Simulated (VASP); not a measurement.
The system is Sn.

```xyz
1
Lattice="-1.8947 1.8947 1.8947 1.8947 -1.8947 1.8947 1.8947 1.8947 -1.8947" Properties=species:S:1:pos:R:3 pbc="T T T"
Sn    0.0000    0.0000    0.0000
```

* Program: VASP 6.6.1
* Task: relaxation of cell and atoms
* Functional: PBEsol
* Potentials or basis: VASP PAW PBE potentials, release 64 (Sn_d)
* Cutoff: 600 eV
* k mesh: 10 × 10 × 10
* Occupations: fermi-dirac, width 0.05 eV
* Spin: no spin polarisation

At the start: pressure -2.2 GPa; volume 27.20 Å³/atom.

**Question.** Where does the relaxation end?

**Answer.** Over 3 steps the energy falls by 8.8 meV/atom and the volume is 25.98 Å³/atom (-4.5 %); space group Im-3m (No. 229, to 0.05 Å).

Step by step:
| step | energy change (eV) | largest force (eV/Å) | pressure (GPa) | volume (Å³) |
| --- | --- | --- | --- | --- |
| 1 | 0.0000 | 0.0000 | -2.17 | 27.20 |
| 2 | -0.0085 | 0.0000 | 0.44 | 25.78 |
| 3 | -0.0088 | 0.0000 | -0.01 | 25.98 |

Final structure:
```xyz
1
Lattice="-1.8658 1.8658 1.8658 1.8658 -1.8658 1.8658 1.8658 1.8658 -1.8658" Properties=species:S:1:pos:R:3 pbc="T T T"
Sn    0.0000    0.0000    0.0000
```

Caveat: the PAW data sets were made with another functional, which shifts forces and pressure a little.
